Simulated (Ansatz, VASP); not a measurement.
## One calculation of Tl, two programs

```
Tl
1.0
     3.09701    0.00000    0.00000
     0.00000    3.09701    0.00000
     0.00000    0.00000    3.09701
Tl
1
Direct
  0.00000 0.00000 0.00000
```

Alike in both runs: task single point; functional PBEsol; k mesh 11 × 11 × 11; occupations fermi-dirac, width 0.1 eV; no spin polarisation.

```csv
,VASP,Ansatz
version,VASP 6.6.1,Ansatz 0.2.0
potentials or method,"VASP PAW PBE potentials, release 64 (Tl_d), cutoff 520 eV","plane waves (420 eV) with PAW, scalar-relativistic"
valence electrons in the cell,13,13
```

```csv
,VASP,Ansatz,Ansatz less VASP
pressure (GPa),1.6,1.6,+0.06
```

VASP's potentials were made for PBE, not for PBEsol, and Ansatz warns of the same on its side.

Spin-orbit coupling is off throughout.
